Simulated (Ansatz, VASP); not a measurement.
## TaTi4: VASP beside Ansatz

```
CELL_PARAMETERS angstrom
2.92976 0.00000 0.00000
-1.46488 2.53725 0.00000
0.00000 0.00000 23.74084
ATOMIC_POSITIONS crystal
Ti 0.33333 0.66667 0.04964
Ti 0.66667 0.33333 0.14720
Ti 0.66667 0.33333 0.35280
Ti 0.33333 0.66667 0.85280
Ti 0.66667 0.33333 0.95036
Ti 0.66667 0.33333 0.54964
Ti 0.33333 0.66667 0.45036
Ti 0.33333 0.66667 0.64720
Ta 0.33333 0.66667 0.25000
Ta 0.66667 0.33333 0.75000
```

Alike in both runs: functional PBE; k mesh 12 × 12 × 2; occupations gaussian, width 0.1 eV; no spin polarisation.

Ansatz relaxed the structure, and its values are those at the end. VASP's run is a single point on that final structure, the one shown.

```csv
,VASP,Ansatz
version,VASP 6.6.1,Ansatz 0.2.0
potentials or method,"VASP PAW PBE potentials, release 64 (Ti_sv, Ta_pv), cutoff 520 eV","scalar-relativistic, plane waves, PAW"
valence electrons in the cell,118,122
```

|  | VASP | Ansatz | Ansatz less VASP |
| --- | --- | --- | --- |
| gap on the k mesh at the Fermi level (eV) | none | none | - |
| pressure (GPa) | -0.2 | 0.0 | +0.22 |
| rms of the force components (eV/Å) | 0.003 | 0.002 | -0.0011 |

A gap of «none» marks a metal or a gap that the smearing closes. With one functional, cell and mesh, what is left measures potentials, basis and numerics. VASP's potentials hold 118 valence electrons a cell and Ansatz's 122, so a difference there can come from the potentials and not from the codes.

Spin-orbit coupling is off throughout.
